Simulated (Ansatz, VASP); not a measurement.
**MgCd2Te3 in VASP and in Ansatz**

```
Mg Cd Te
1.0
    -2.33928    2.33928    9.86160
     2.33928   -2.33928    9.86160
     2.33928    2.33928   -9.86160
Mg Cd Te
1 2 3
Direct
  0.00000 0.00000 0.00000
  0.33416 0.33416 0.00000
  0.66584 0.66584 0.00000
  0.91881 0.41881 0.50000
  0.58119 0.08119 0.50000
  0.25000 0.75000 0.50000
```

Alike in both runs: functional PBE; k mesh 5 × 5 × 5; occupations gaussian, width 0.2 eV; no spin polarisation.

Ansatz relaxed the structure, and its values are those at the end. VASP's run is a single point on that final structure, the one shown.

|  | VASP | Ansatz |
| --- | --- | --- |
| version | VASP 6.6.1 | Ansatz 0.2.0 |
| potentials or method | VASP PAW PBE potentials, release 64 (Mg, Cd, Te), cutoff 520 eV | scalar-relativistic, plane waves, PAW |
| valence electrons in the cell | 44 | 98 |

```tsv
	VASP	Ansatz	Ansatz less VASP
gap on the k mesh at the Fermi level (eV)	1.07	1.07	+0.004
least direct gap on the mesh (eV)	1.07	1.07	+0.004
pressure (GPa)	-0.2	-0.3	-0.06
rms of the force components (eV/Å)	0.017	0.011	-0.0054
```

With one functional, cell and mesh, what is left measures potentials, basis and numerics. VASP's potentials hold 44 valence electrons a cell and Ansatz's 98, so a difference there can come from the potentials and not from the codes.

Neither program's run includes spin-orbit coupling.
